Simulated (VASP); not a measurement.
# Cu (Cmcm) in VASP: further runs, part 2 of 2

VASP 6.6.1. Earlier steps stand in the parts before.

### Step 3. Relaxation of cell and atoms, PBEsol

INCAR

```
SYSTEM = Cu
PREC = Accurate ; ENCUT = 600
EDIFF = 1E-7 ; ISMEAR = 1
SIGMA = 0.1 ; LREAL = .False.
LASPH = .True. ; NELM = 120
ALGO = Normal ; ISIF = 3
LWAVE = .False. ; LCHARG = .False.
GGA = PS ; IBRION = 2
NSW = 80 ; EDIFFG = -0.01
GGA_COMPAT = .False. ; NELMIN = 4
```

KPOINTS

```
Automatic mesh
0
Gamma
  12 12 11
  0 0 0
```

POSCAR

```
Cu
1.0
    1.2184635000     -3.9763780000      0.0000000000
    1.2184635000      3.9763780000      0.0000000000
    0.0000000000      0.0000000000      2.4754960000
Cu
2
Direct
    0.1338670000      0.8661330000      0.2500000000
    0.8661330000      0.1338670000      0.7500000000
```

Potentials or basis: VASP PAW PBE potentials, release 64 (Cu).

The run is started by

```bash
$ cat potpaw_PBE.64/Cu/POTCAR > POTCAR
$ mpirun -np 1 vasp_std > vasp.out
```

OUTCAR:

```text
SYSTEM = Cu
   PREC = Accurate
   ENCUT = 600
   EDIFF = 1E-7
   ISMEAR = 1
   LREAL = .False.
   LASPH = .True.
   NELM = 120
   ISIF = 3
   GGA = PS
   IBRION = 2
   NSW = 80
   EDIFFG = -0.01
   NELMIN = 4

 ion  position               nearest neighbor table
   1  0.134  0.866  0.250-   2 2.46   2 2.46   2 2.54   2 2.54   2 2.54   2 2.54
   2  0.866  0.134  0.750-   1 2.46   1 2.46   1 2.54   1 2.54   1 2.54   1 2.54

  LATTYP: Found a base centered orthorhombic cell.
 ALAT       =     2.4369270000
 B/A-ratio  =     3.2634362868
 C/A-ratio  =     1.0158269000

  Lattice vectors:

 A1 = (   1.2184635000,  -3.9763780000,   0.0000000000)
 A2 = (   1.2184635000,   3.9763780000,   0.0000000000)
 A3 = (   0.0000000000,   0.0000000000,   2.4754960000)

Analysis of symmetry for initial positions (statically):
=====================================================================
 Subroutine PRICEL returns:
 Original cell was already a primitive cell.

 Routine SETGRP: Setting up the symmetry group for a
 base centered orthorhombic supercell.

 Subroutine GETGRP returns: Found  8 space group operations
 (whereof  4 operations were pure point group operations)
 out of a pool of  8 trial point group operations.

The static configuration has the point symmetry C_2h.
 The point group associated with its full space group is D_2h.

Analysis of symmetry for dynamics (positions and initial velocities):
=====================================================================
 Subroutine PRICEL returns:
 Original cell was already a primitive cell.

 Routine SETGRP: Setting up the symmetry group for a
 base centered orthorhombic supercell.

 Subroutine GETGRP returns: Found  8 space group operations
 (whereof  4 operations were pure point group operations)
 out of a pool of  8 trial point group operations.

The dynamic configuration has the point symmetry C_2h.
 The point group associated with its full space group is D_2h.

 Subroutine INISYM returns: Found  8 space group operations
 (whereof  4 operations are pure point group operations),
 and found     1 'primitive' translations

----------------------------------------------------------------------------------------

                                     Primitive cell

  volume of cell :      23.9879

  direct lattice vectors                    reciprocal lattice vectors
     1.218463500 -3.976378000  0.000000000     0.410352875 -0.125742573  0.000000000
     1.218463500  3.976378000  0.000000000     0.410352875  0.125742573  0.000000000
     0.000000000  0.000000000  2.475496000     0.000000000  0.000000000  0.403959449

  length of vectors
     4.158874283  4.158874283  2.475496000     0.429186063  0.429186063  0.403959449

  position of ions in fractional coordinates (direct lattice)
     0.133867000  0.866133000  0.250000000
     0.866133000  0.133867000  0.750000000

  ion indices of the primitive-cell ions
   primitive index   ion index
                 1           1
                 2           2

----------------------------------------------------------------------------------------

 KPOINTS: Automatic mesh

Automatic generation of k-mesh.
 Grid dimensions read from file:
[... 58 lines left out ...]
   ICHARG =      2    charge: 1-file 2-atom 10-const
   ISPIN  =      1    spin polarized calculation?
   LNONCOLLINEAR =      F non collinear calculations
   LSORBIT =      F    spin-orbit coupling
   LASPH  =      T    aspherical Exc in radial PAW
   ENCUT  =  600.0 eV  44.10 Ry    6.64 a.u.   8.31  8.31  4.94*2*pi/ulx,y,z
   NELM   =    120;   NELMIN=  4; NELMDL= -5     # of ELM steps
   EDIFF  = 0.1E-06   stopping-criterion for ELM
   LREAL  =      F    real-space projection
   EDIFFG = -.1E-01   stopping-criterion for IOM
   NSW    =     80    number of steps for IOM
   IBRION =      2    ionic relax: 0-MD 1-quasi-New 2-CG
   NFREE  =      1    steps in history (QN), initial steepest desc. (CG)
   ISIF   =      3    stress and relaxation
   ISYM   =      2    0-nonsym 1-usesym 2-fastsym
   POTIM  = 0.5000    time-step for ionic-motion
   TEBEG  =    0.0;   TEEND  =   0.0 temperature during run
   PSTRESS=    0.0 pullay stress
   NELECT =      22.0000    total number of electrons
   NUPDOWN=      -1.0000    fix difference up-down
   EMIN   =  10.00;   EMAX   =-10.00  energy-range for DOS
   EFERMI =   0.00;   METHOD = LEGACY
   ISMEAR =     1;   SIGMA  =   0.10  broadening in eV -4-tet -1-fermi 0-gaus
   EFERMI_NEDOS =   21; number of points for ismear=-14 and -15
   IALGO  =     38    algorithm
   IMIX   =      4    mixing-type and parameters
     AMIX     =   0.40;   BMIX     =  1.00
     AMIX_MAG =   1.60;   BMIX_MAG =  1.00
  volume/ion in A,a.u.               =      11.99        80.94
  Fermi-wavevector in a.u.,A,eV,Ry     =   1.590566  3.005733 34.421365  2.529899
  Thomas-Fermi vector in A             =   2.689241
   LORBIT       =      0    0 simple, 1 ext, 2 COOP (PROOUT), +10 PAW based schemes
   GGA     = PS    functional components
   LHFCALC =     F    Hartree Fock is set to
   AEXX    =    0.0000 exact exchange contribution
   IVDW    =     0    specifies the selected vdW correction
   LEPSILON=     F    determine dielectric tensor
   LRPA    =     F    only Hartree local field effects (RPA)
 conjugate gradient relaxation of ions
 non-spin polarized calculation
 Methfessel and Paxton  Order N= 1 SIGMA  =   0.10
  energy-cutoff  :      600.00
  volume of cell :       23.99
 maximum number of plane-waves:       816
 NGX is ok and might be reduce to    36
   NGX = 17   NGY = 17   NGZ =  9

--------------------------------------- Ionic step        1  -------------------------------------------

 number of electron      22.0000013 magnetization

 Free energy of the ion-electron system (eV)
  ---------------------------------------------------
  ext. energy  EPLUGINS =         0.00000000
  ---------------------------------------------------
  free energy    TOTEN  =        -8.30747242 eV

  energy without entropy =       -8.30740204  energy(sigma->0) =       -8.30744896

------------------------ aborting loop because EDIFF is reached ----------------------------------------

  FORCE on cell =-STRESS in cart. coord.  units (eV):
  Direction    XX          YY          ZZ          XY          YZ          ZX
  --------------------------------------------------------------------------------------
  -------------------------------------------------------------------------------------
  Total       -0.0948062     -0.1626868     -0.0834582      0.0000000     -0.0000000      0.0000000
  in kB       -6.3322063    -10.8660197     -5.5742571      0.0000000     -0.0000000      0.0000000
  external PRESSURE =      -7.5908277 kB  Pullay stress =       0.0000000 kB
[... 167 lines left out ...]
--------------------------------------- Ionic step        6  -------------------------------------------

 number of electron      22.0000012 magnetization

 Free energy of the ion-electron system (eV)
  ---------------------------------------------------
  ext. energy  EPLUGINS =         0.00000000
  ---------------------------------------------------
  free energy    TOTEN  =        -8.30785437 eV

  energy without entropy =       -8.30775496  energy(sigma->0) =       -8.30782123

 E-fermi :   7.2717     XC(G=0): -12.8137

 val. band max:        7.2711954380   @ k =   0.5000   0.3333   0.4545
 cond. band min:       7.2985509121   @ k =   0.5000   0.1667   0.3636
 fundamental gap:      0.0273554741
 Fermi energy:         7.2717456195

 k-point     1 :       0.0000    0.0000    0.0000
  band No.  band energies     occupation
      1      -2.0428      2.00000
      2       2.2800      2.00000
      3       3.0471      2.00000
      4       3.5322      2.00000
      5       4.2362      2.00000
      6       4.5198      2.00000
      7       4.9421      2.00000
      8       5.2524      2.00000
      9       5.4484      2.00000
     10       5.5896      2.00000
     11       5.8416      2.00000
     12       7.1993      1.93644
     13      12.1244      0.00000
     14      21.9853      0.00000
[... 401 lines left out ...]
      2       2.5078      2.00000
      3       3.4155      2.00000
      4       3.6670      2.00000
      5       4.1158      2.00000
      6       4.5546      2.00000
      7       4.6635      2.00000
      8       4.9203      2.00000
      9       4.9670      2.00000
     10       5.3285      2.00000
     11       5.6070      2.00000
     12       6.8872      2.00000
     13      14.8593      0.00000
     14      18.0686      0.00000
     15      20.6333      0.00000

 [... further k-points ...]

------------------------ aborting loop because EDIFF is reached ----------------------------------------

  FORCE on cell =-STRESS in cart. coord.  units (eV):
  Direction    XX          YY          ZZ          XY          YZ          ZX
  --------------------------------------------------------------------------------------
  -------------------------------------------------------------------------------------
  Total        0.0058742     -0.0056537      0.0150663      0.0000000      0.0000000      0.0000000
  in kB        0.3944146     -0.3796099      1.0116106      0.0000000      0.0000000      0.0000000
  external PRESSURE =       0.3421384 kB  Pullay stress =       0.0000000 kB
[... 17 lines left out ...]
  FREE ENERGIE OF THE ION-ELECTRON SYSTEM (eV)
  ---------------------------------------------------
  free  energy   TOTEN  =        -8.3078543658 eV

  energy  without entropy=       -8.3077549617  energy(sigma->0) =       -8.30782123

 reached required accuracy - stopping structural energy minimisation
```

CONTCAR:

```text
Cu
   1.00000000000000
     1.2167401311420738   -3.9639473055265535   -0.0000000000000000
     1.2167401311420738    3.9639473055265535    0.0000000000000000
     0.0000000000000000    0.0000000000000000    2.4737001402188281
  Cu
     2
Direct
     0.1338394270156145    0.8661605729843855    0.2500000000000000
     0.8661605729843855    0.1338394270156145    0.7500000000000000

  0.00000000E+00  0.00000000E+00  0.00000000E+00
  0.00000000E+00  0.00000000E+00  0.00000000E+00
```

It took 2.7 min on 1 thread of Intel Xeon 6975P-C (Granite Rapids), shared host; peak memory 0.24 GiB.

What came out:

```yaml
Free_energy: -8.3079 eV
Relaxed_volume: 11.93 Å³/atom
Relaxed_cell: a = 4.146 Å, b = 4.146 Å, c = 2.474 Å, α = 90.00°, β = 90.00°, γ = 145.87°
Space_group_after_relaxing_to_0.1_Å: Cmcm (No. 63)
Energy_gained_by_relaxing: 0.2 meV/atom
Ionic_steps: 6
Pressure_after_relaxing: 0.0 GPa
Band_gap_on_the_k_mesh: zero (bands 11 and 12 overlap by 5.08 eV)
```

Step by step:
| step | energy change (eV) | largest force (eV/Å) | pressure (GPa) | volume (Å³) |
| --- | --- | --- | --- | --- |
| 1 | 0.0000 | 0.0002 | -0.76 | 23.99 |
| 2 | -0.0003 | 0.0077 | 0.43 | 23.79 |
| 3 | -0.0004 | 0.0052 | 0.06 | 23.85 |
| 4 | -0.0004 | 0.0051 | 0.05 | 23.86 |
| 5 | -0.0004 | 0.0050 | 0.03 | 23.86 |
| 6 | -0.0004 | 0.0001 | 0.03 | 23.86 |

Final structure:
```
Cu
1.0
     1.21674   -3.96395    0.00000
     1.21674    3.96395    0.00000
     0.00000    0.00000    2.47370
Cu
2
Direct
  0.13384 0.86616 0.25000
  0.86616 0.13384 0.75000
```

Caveat: the PAW data sets were made with another functional, which shifts forces and pressure a little.

The gap in the log of VASP goes by the Fermi energy; the results here count the filled bands.